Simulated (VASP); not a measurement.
Write the native input for VASP 6.6.1 that does the following.

| Property | Result |
| --- | --- |
| Task | single point |
| Functional | PBE |
| Potentials or basis | VASP PAW PBE potentials, release 64 (Si, Br) |
| Cutoff | 520 eV |
| k mesh | 3 × 3 × 4 |
| Occupations | gaussian, width 0.1 eV |
| Spin | no spin polarisation |
| Dipole correction | no |
| Further INCAR settings | ALGO = Normal; EDIFF = 1e-07; NBANDS = 32 |

The structure of Si2Br lies in POSCAR:

```
Si2Br
1.0
    6.1558643735      0.0000000000      0.0000000000
   -3.0779321868      5.3311349297      0.0000000000
    0.0000000000      0.0000000000      6.7723295696
Si Br
6 3
Direct
    0.4150000000      0.2720000000      0.2130000000
    0.7280000000      0.1430000000      0.5463333333
    0.8570000000      0.5850000000      0.8796666667
    0.2720000000      0.4150000000      0.7870000000
    0.1430000000      0.7280000000      0.4536666667
    0.5850000000      0.8570000000      0.1203333333
    0.4650000000      0.0000000000      0.3333333333
    0.0000000000      0.4650000000      0.6666666667
    0.5350000000      0.5350000000      0.0000000000
```

The input as run:

INCAR

```
SYSTEM = Si2Br
ALGO = Normal ; EDIFF = 1E-7
ENCUT = 520 ; GGA = PE
ISIF = 2 ; ISMEAR = 0
LASPH = .True. ; LCHARG = .False.
LREAL = .False. ; LWAVE = .False.
NBANDS = 32 ; NELM = 100
PREC = Accurate ; SIGMA = 0.1
```

KPOINTS

```
k-points
0
Gamma
  3 3 4
  0 0 0
```

Potentials or basis: VASP PAW PBE potentials, release 64 (Si, Br).

Launch:

```sh
$ cat potpaw_PBE.64/Si/POTCAR potpaw_PBE.64/Br/POTCAR > POTCAR
$ mpirun -np 1 vasp_std > vasp.out
```

Results of the run:

```yaml
Pressure: 45.2 GPa
Largest_force: 5.369 eV/Å
Band_gap_on_the_k_mesh: zero (an odd number of electrons rules out a gap without spin polarisation)
```

Caveat: the k points lie up to 0.39 Å⁻¹ apart, too coarse for converged energies and pressures of a metal; an odd number of electrons without spin polarisation forces a metal; a magnetic or distorted state may lie lower.

It took 40 s on 1 thread of Intel(R) Xeon(R) 6975P-C (Granite Rapids), on a shared host, peak memory 0.34 GiB.
